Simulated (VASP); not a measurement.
## Ti: single point with PBE

Crystal: Ti.

```
CELL_PARAMETERS angstrom
0.00000 2.05586 2.05586
2.00796 0.00000 2.05586
2.00796 2.05586 0.00000
ATOMIC_POSITIONS crystal
Ti 0.00000 0.00000 0.00000
```

This cell differs from its parent crystal: normal strain along x -0.0233, normal strain along y +0.0000.

```
Program             : VASP 6.6.1
Task                : single point
Functional          : PBE
Potentials or basis : VASP PAW PBE potentials, release 64 (Ti_sv)
Cutoff              : 520 eV
k mesh              : 18 × 18 × 18
Occupations         : gaussian, width 0.15 eV
Spin                : no spin polarisation
```

```json
{
 "Pressure": "2.4 GPa",
 "Band gap on the k mesh": "zero (bands 6 and 7 overlap by 1.37 eV)"
}
```

Stress tensor (GPa, compression positive):
```
2.99 0.00 0.00
0.00 2.14 0.00
0.00 0.00 2.14
```

Levels at points of the mesh, in eV from the Fermi level:
```csv
k point,band 4,band 5,band 6,band 7,band 8,band 9
"(0.00, 0.00, 0.00)",-32.50,-6.15,0.83,0.83,1.02,2.46
"(0.50, 0.00, 0.00)",-32.58,-2.64,0.67,0.69,0.88,3.63
"(0.50, 0.50, 0.00)",-32.73,-2.66,-1.75,2.80,3.67,3.88
"(0.00, 0.50, 0.50)",-32.77,-2.64,-1.81,3.25,3.66,3.96
```

Wall time 90 s on 1 thread of Intel Xeon 8259CL (shared host), peak memory 0.22 GiB.

Caveat: the cell differs from its parent crystal (normal strain along x -0.0233, normal strain along y +0.0000).
